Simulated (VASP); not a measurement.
Runs of VASP 6.6.1 on Ge. The structure is that of space group Fd-3m (No. 227), or close to it. The cells are those of the table. 

| task | level | spin | cell | cutoff (eV) | gap on the mesh (eV) | pressure (GPa) |
| --- | --- | --- | --- | --- | --- | --- |
| single point | r2SCAN | off | a = 4.013 Å, angles 60.0°, 2 atoms | 520 | (a) | 0.0 |
| single point | PBEsol | non-collinear, zero start, SOC | a = 4.013 Å, angles 60.0°, 2 atoms | 520 | - | -0.1 |
| single point | PBEsol | off | a = 4.013 Å, angles 60.0°, 2 atoms | 520 | none | -0.1 |
| relaxation of cell and atoms | PBEsol | off | relaxed from a = 4.001 Å, angles 60.0°, 2 atoms | 600 | none | 0.0 |
| single point | PBEsol | off | a = 4.001 Å, angles 60.0°, 2 atoms | 520 | none | 0.2 |

Alike in all rows: potentials or basis VASP PAW PBE potentials, release 64 (Ge_d); k mesh 10 × 10 × 10; smearing gaussian 0.1 eV.

Q: Estimate the missing entries.

A: (a) 0.31.

Caveats: the PAW data sets were made with another functional, which shifts forces and pressure a little; semilocal functionals underestimate gaps, and a narrow one can read as zero (at least some runs).

A k mesh can miss the band edges, and rows without SOC leave out spin-orbit coupling on Ge.

A gap of «none» marks levels without a gap at the run's occupations.
